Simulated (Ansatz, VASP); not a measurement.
## CsI: VASP beside Ansatz

```
CELL_PARAMETERS angstrom
4.63415 0.00000 0.00000
0.00000 4.63415 0.00000
0.00000 0.00000 4.63415
ATOMIC_POSITIONS crystal
Cs 0.00000 0.00000 0.00000
I 0.50000 0.50000 0.50000
```

Alike in both runs: task single point; functional PBE; k mesh 8 × 8 × 8; occupations gaussian, width 0.05 eV; no spin polarisation.

|  | VASP | Ansatz |
| --- | --- | --- |
| version | VASP 6.6.1 | Ansatz 0.2.0 |
| potentials or method | VASP PAW PBE potentials, release 64 (Cs_sv, I), cutoff 500 eV | scalar-relativistic, plane waves, PAW |
| valence electrons in the cell | 16 | 26 |

|  | VASP | Ansatz | Ansatz less VASP |
| --- | --- | --- | --- |
| gap on the k mesh at the Fermi level (eV) | 3.74 | 3.75 | +0.012 |
| least direct gap on the mesh (eV) | 3.83 | 3.84 | +0.009 |
| pressure (GPa) | 0.2 | 0.2 | -0.03 |

VASP's potentials hold 16 valence electrons a cell and Ansatz's 26, so a difference there can come from the potentials and not from the codes.

Spin-orbit coupling is off throughout.
